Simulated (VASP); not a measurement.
# Au (Im-3m) in VASP: vibrations by perturbation theory with LDA

Aim: the vibrations by perturbation theory of Au with LDA.

Program: VASP 6.6.1. These are calculated values, not measurements. Logs are shortened: lines on timing, memory, paths and dates and some standing lists are left out, and cuts for length are marked.

## Step 1: The cell of the first run

Symmetry: Im-3m, No. 229, cubic system. The conventional cell has a = 3.315 Å, b = 3.315 Å, c = 3.315 Å, α = 90.00°, β = 90.00°, γ = 90.00°. Within 3.8 Å of Au (site symmetry m-3m) lie 14 Au at 2.87 to 3.31 Å.

This isn't the form of Au at room conditions, which is fcc.

## Step 2: Vibrations by perturbation theory, LDA

INCAR

```
SYSTEM = Au
PREC = Accurate
ENCUT = 520
EDIFF = 1E-8
ISMEAR = 0
SIGMA = 0.15
LREAL = .FALSE.
LASPH = .TRUE.
NELM = 60
ALGO = Normal
ISIF = 2
LWAVE = .FALSE.
LCHARG = .FALSE.
GGA = CA
IBRION = 8
NSW = 1
```

KPOINTS

```
Automatic mesh
0
G
  14 14 14
  0 0 0
```

POSCAR

```
Au
1.0
    0.0000000000     -3.3145380000      0.0000000000
   -3.3145380000      0.0000000000      0.0000000000
    0.0000000000      0.0000000000     -3.3145380000
Au
2
Direct
    0.5000000000      0.5000000000      0.5000000000
    0.0000000000      0.0000000000      0.0000000000
```

Potentials or basis: VASP PAW LDA potentials, release 64 (Au).

The run is started by

```bash
cat potpaw_LDA.64/Au/POTCAR > POTCAR
mpirun -np 1 vasp_std > vasp.out
```

OUTCAR:

```text
SYSTEM = Au
   PREC = Accurate
   ENCUT = 520
   EDIFF = 1E-8
   ISMEAR = 0
   LREAL = .FALSE.
   LASPH = .TRUE.
   NELM = 60
   ISIF = 2
   GGA = CA
   IBRION = 8
   NSW = 1

 ion  position               nearest neighbor table
   1  0.500  0.500  0.500-   2 2.87   2 2.87   2 2.87   2 2.87   2 2.87   2 2.87   2 2.87   2 2.87

   2  0.000  0.000  0.000-   1 2.87   1 2.87   1 2.87   1 2.87   1 2.87   1 2.87   1 2.87   1 2.87

  LATTYP: Found a simple cubic cell.
 ALAT       =     3.3145380000

  Lattice vectors:

 A1 = (   0.0000000000,  -3.3145380000,   0.0000000000)
 A2 = (  -3.3145380000,   0.0000000000,   0.0000000000)
 A3 = (   0.0000000000,   0.0000000000,  -3.3145380000)

Analysis of symmetry for initial positions (statically):
=====================================================================
 Subroutine PRICEL returns following result:

  LATTYP: Found a body centered cubic cell.
 ALAT       =     3.3145380000

  Lattice vectors:

 A1 = (  -1.6572690000,  -1.6572690000,   1.6572690000)
 A2 = (  -1.6572690000,   1.6572690000,  -1.6572690000)
 A3 = (   1.6572690000,  -1.6572690000,  -1.6572690000)

   2 primitive cells build up your supercell.

 Routine SETGRP: Setting up the symmetry group for a
 simple cubic supercell.

 Subroutine GETGRP returns: Found 48 space group operations
 (whereof 48 operations were pure point group operations)
 out of a pool of 48 trial point group operations.

The static configuration has the point symmetry O_h .

Analysis of symmetry for dynamics (positions and initial velocities):
=====================================================================
 Subroutine PRICEL returns following result:

  LATTYP: Found a body centered cubic cell.
 ALAT       =     3.3145380000

  Lattice vectors:

 A1 = (  -1.6572690000,  -1.6572690000,   1.6572690000)
 A2 = (  -1.6572690000,   1.6572690000,  -1.6572690000)
 A3 = (   1.6572690000,  -1.6572690000,  -1.6572690000)

   2 primitive cells build up your supercell.

 Routine SETGRP: Setting up the symmetry group for a
 simple cubic supercell.

 Subroutine GETGRP returns: Found 48 space group operations
 (whereof 48 operations were pure point group operations)
 out of a pool of 48 trial point group operations.

The dynamic configuration has the point symmetry O_h .

 Subroutine INISYM returns: Found 48 space group operations
 (whereof 48 operations are pure point group operations),
 and found     2 'primitive' translations

----------------------------------------------------------------------------------------

                                     Primitive cell

  volume of cell :      18.2070

  direct lattice vectors                    reciprocal lattice vectors
    -1.657269000 -1.657269000  1.657269000    -0.301701172 -0.301701172  0.000000000
    -1.657269000  1.657269000 -1.657269000    -0.301701172  0.000000000 -0.301701172
     1.657269000 -1.657269000 -1.657269000     0.000000000 -0.301701172 -0.301701172

  length of vectors
     2.870474110  2.870474110  2.870474110     0.426669890  0.426669890  0.426669890

  position of ions in fractional coordinates (direct lattice)
     1.000000000  1.000000000  1.000000000

[... 106 lines left out ...]
 non-spin polarized calculation
 Gauss-broadening in eV      SIGMA  =   0.15
  energy-cutoff  :      520.00
  volume of cell :       36.41
 maximum number of plane-waves:       996
 NGX is ok and might be reduce to    28
   NGX = 13   NGY = 13   NGZ = 13

--------------------------------------- Ionic step        1  -------------------------------------------

 number of electron      22.0000001 magnetization

 Free energy of the ion-electron system (eV)
  ---------------------------------------------------
  ext. energy  EPLUGINS =         0.00000000
  ---------------------------------------------------
  free energy    TOTEN  =        -8.71323230 eV

  energy without entropy =       -8.70824101  energy(sigma->0) =       -8.71073666

 E-fermi :   8.2054     XC(G=0): -12.6057

 val. band max:        8.1975865319   @ k =   0.4286   0.2857   0.0000
 cond. band min:       8.2253393161   @ k =   0.3571   0.0714   0.0714
 fundamental gap:      0.0277527842
 Fermi energy:         8.2054001960

 k-point     1 :       0.0000    0.0000    0.0000
  band No.  band energies     occupation
      1      -1.0201      2.00000
      2       1.9371      2.00000
      3       1.9371      2.00000
      4       3.6688      2.00000
      5       3.6688      2.00000
      6       3.6688      2.00000
      7       5.4385      2.00000
      8       5.4385      2.00000
      9       6.4650      2.00000
     10       6.4650      2.00000
     11       6.4650      2.00000
     12      14.3706      0.00000
     13      14.3706      0.00000
     14      14.3706      0.00000
[... 401 lines left out ...]
      2       2.4317      2.00000
      3       3.1678      2.00000
      4       3.3957      2.00000
      5       3.8511      2.00000
      6       3.9804      2.00000
      7       4.7398      2.00000
      8       4.9840      2.00000
      9       5.3397      2.00000
     10       5.6974      2.00000
     11       6.4482      2.00000
     12       9.0251      0.00000
     13      13.8027      0.00000
     14      18.4334      0.00000
     15      19.0561      0.00000

 [... further k-points ...]

------------------------ aborting loop because EDIFF is reached ----------------------------------------

  FORCE on cell =-STRESS in cart. coord.  units (eV):
  Direction    XX          YY          ZZ          XY          YZ          ZX
  --------------------------------------------------------------------------------------
  -------------------------------------------------------------------------------------
  Total       -2.9710777     -2.9710777     -2.9710777      0.0000000     -0.0000000      0.0000000
  in kB     -130.7240756   -130.7240756   -130.7240756      0.0000000     -0.0000000      0.0000000
  external PRESSURE =    -130.7240756 kB  Pullay stress =       0.0000000 kB

 VOLUME and BASIS-vectors are now :
 -----------------------------------------------------------------------------
  energy-cutoff  :      520.00
  volume of cell :       36.41
      direct lattice vectors                 reciprocal lattice vectors
     0.000000000 -3.314538000  0.000000000     0.000000000 -0.301701172  0.000000000
    -3.314538000  0.000000000  0.000000000    -0.301701172  0.000000000  0.000000000
     0.000000000  0.000000000 -3.314538000     0.000000000  0.000000000 -0.301701172

 POSITION                                       TOTAL-FORCE (eV/Angst)
 -----------------------------------------------------------------------------------
     -1.65727     -1.65727     -1.65727         0.000000     -0.000000     -0.000000
      0.00000      0.00000      0.00000        -0.000000      0.000000      0.000000
 -----------------------------------------------------------------------------------
    total drift:                               -0.000000     -0.000000     -0.000000

  FREE ENERGIE OF THE ION-ELECTRON SYSTEM (eV)
  ---------------------------------------------------
  free  energy   TOTEN  =        -8.7132323024 eV

  energy  without entropy=       -8.7082410131  energy(sigma->0) =       -8.71073666

[... ionic steps 2 to 3 ...]

--------------------------------------- Ionic step        4  -------------------------------------------

 Free energy of the ion-electron system (eV)
  ---------------------------------------------------
  ---------------------------------------------------
  free energy    TOTEN  =        -0.28630937 eV

  energy without entropy =       -0.28630937

------------------------ aborting loop because EDIFF is reached ----------------------------------------

 INTERNAL STRAIN TENSOR  FOR ION    1  DIRECTION 1   (eV/Angst):
 -----------------------------------------------------------------------------
     0.00865 -0.00000 -0.00000
     0.00000 -0.00142 -0.00000
     0.00000 -0.00000 -0.00142

 INTERNAL STRAIN TENSOR FOR ION    2 for displacements in x,y,z  (eV/Angst):
          X           Y           Z          XY          YZ          ZX
  --------------------------------------------------------------------------------
  x     0.00000     0.00000     0.00000     0.00000     0.00000     0.00000
  y     0.00000     0.00000     0.00000     0.00000     0.00000     0.00000
  z     0.00000     0.00000     0.00000     0.00000     0.00000     0.00000

 SECOND DERIVATIVES (NOT SYMMETRIZED)
 ------------------------------------
               1X          1Y          1Z          2X          2Y          2Z
  1X    -4.346449    0.000000    0.000000    4.346449   -0.000000    0.000000
  1Y     0.000000   -4.346449    0.000000   -0.000000    4.346449   -0.000000
  1Z     0.000000    0.000000   -4.346449   -0.000000   -0.000000    4.346449
  2X     4.346449   -0.000000    0.000000   -4.346449    0.000000    0.000000
  2Y    -0.000000    4.346449   -0.000000    0.000000   -4.346449    0.000000
  2Z    -0.000000   -0.000000    4.346449    0.000000    0.000000   -4.346449

 Eigenvectors and eigenvalues of the dynamical matrix
 ----------------------------------------------------

   1 f  =    3.284259 THz    20.635607 2PiTHz  109.551081 cm-1    13.582597 meV
             X         Y         Z           dx          dy          dz
     -1.657269 -1.657269 -1.657269    -0.342438    0.618657    0.000000
      0.000000  0.000000  0.000000     0.342438   -0.618657    0.000000
[... 11 lines left out ...]
   4 f  =    0.000000 THz     0.000000 2PiTHz    0.000000 cm-1     0.000000 meV
             X         Y         Z           dx          dy          dz
     -1.657269 -1.657269 -1.657269    -0.000000   -0.000000    0.707107
      0.000000  0.000000  0.000000     0.000000    0.000000    0.707107

   5 f/i=    0.000000 THz     0.000000 2PiTHz    0.000001 cm-1     0.000000 meV
             X         Y         Z           dx          dy          dz
     -1.657269 -1.657269 -1.657269     0.500000   -0.500000    0.000000
      0.000000  0.000000  0.000000     0.500000   -0.500000    0.000000

   6 f/i=    0.000000 THz     0.000000 2PiTHz    0.000002 cm-1     0.000000 meV
             X         Y         Z           dx          dy          dz
     -1.657269 -1.657269 -1.657269    -0.500000   -0.500000    0.000000
      0.000000  0.000000  0.000000    -0.500000   -0.500000    0.000000

--------------------------------------------------------------------------------------------------------

 ELASTIC MODULI CONTR FROM IONIC RELAXATION (kBar)
 Direction    XX          YY          ZZ          XY          YZ          ZX
 --------------------------------------------------------------------------------
 XX           0.0000      0.0000      0.0000      0.0000      0.0000      0.0000
 YY           0.0000      0.0000      0.0000      0.0000      0.0000      0.0000
 ZZ           0.0000      0.0000      0.0000      0.0000      0.0000      0.0000
 XY           0.0000      0.0000      0.0000      0.0000      0.0000      0.0000
 YZ           0.0000      0.0000      0.0000      0.0000      0.0000      0.0000
 ZX           0.0000      0.0000      0.0000      0.0000      0.0000      0.0000
 --------------------------------------------------------------------------------
```

It took 2.9 min on 1 thread of Intel Xeon Platinum 8559C (Emerald Rapids), shared host; peak memory 0.4 GiB.

Results:

| Quantity | Value |
| --- | --- |
| Highest phonon frequency at Γ | 110 cm⁻¹ |

Phonon frequencies in cm⁻¹ (negative: imaginary):
| q point | frequencies |
| --- | --- |
| (0.000, 0.000, 0.000) | 0 0 0 110 110 110 |

Caveat: the cell stands under pressure or tension, which shifts response properties; spin-orbit coupling is left out, which moves the levels of the heavy elements.
